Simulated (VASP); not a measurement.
# Al3GaN4: single point with r2SCAN

The system is Al3GaN4.

```
Al Ga N
1.0
     4.40144    0.00000    0.00000
     0.00000    4.40144    0.00000
     0.00000    0.00000    4.40144
Al Ga N
3 1 4
Direct
  0.50000 0.50000 0.00000
  0.50000 0.00000 0.50000
  0.00000 0.50000 0.50000
  0.00000 0.00000 0.00000
  0.74416 0.74416 0.25584
  0.74416 0.25584 0.74416
  0.25584 0.74416 0.74416
  0.25584 0.25584 0.25584
```

| Quantity | Value |
| --- | --- |
| Program | VASP 6.6.1 |
| Task | single point |
| Functional | r2SCAN |
| Potentials or basis | VASP PAW PBE potentials, release 64 (Al, Ga_d, N) |
| Cutoff | 520 eV |
| k mesh | 4 × 4 × 4 |
| Occupations | gaussian, width 0.1 eV |
| Spin | no spin polarisation |

| Property | Result |
| --- | --- |
| Pressure | 0.0 GPa |
| Largest force | 0.017 eV/Å |
| Band gap on the k mesh | 4.01 eV, direct |

Forces on the atoms (eV/Å):
```
Al   0.000  0.000  0.000
Al   0.000  0.000  0.000
Al   0.000  0.000  0.000
Ga   0.000  0.000  0.000
N   -0.010 -0.010  0.010
N   -0.010  0.010 -0.010
N    0.010 -0.010 -0.010
N    0.010  0.010  0.010
```

Levels at points of the mesh, in eV from the valence-band top:
```tsv
k point	band 17	band 18	band 19	band 20	band 21	band 22	band 23	band 24	band 25	band 26
(0.00, 0.00, 0.00)	-2.03	-2.03	0.00	0.00	0.00	4.01	4.01	4.01	4.10	7.77
(0.50, 0.00, 0.00)	-2.65	-1.25	-1.25	-0.94	-0.94	6.26	6.31	6.78	6.78	9.28
(0.50, 0.50, 0.00)	-2.58	-0.88	-0.58	-0.52	-0.52	8.01	8.30	8.30	8.53	8.85
(0.50, 0.50, 0.50)	-0.64	-0.64	-0.35	-0.35	-0.35	6.17	7.80	7.80	7.80	10.42
```

Run time: 69 s on 1 thread of Intel(R) Xeon(R) Platinum 8559C (Emerald Rapids) (shared host), peak memory 0.22 GiB.

Caveat: the PAW data sets were made with another functional, which shifts forces and pressure a little. r2SCAN opens gaps a little over a GGA but as a rule still falls short of measured ones.
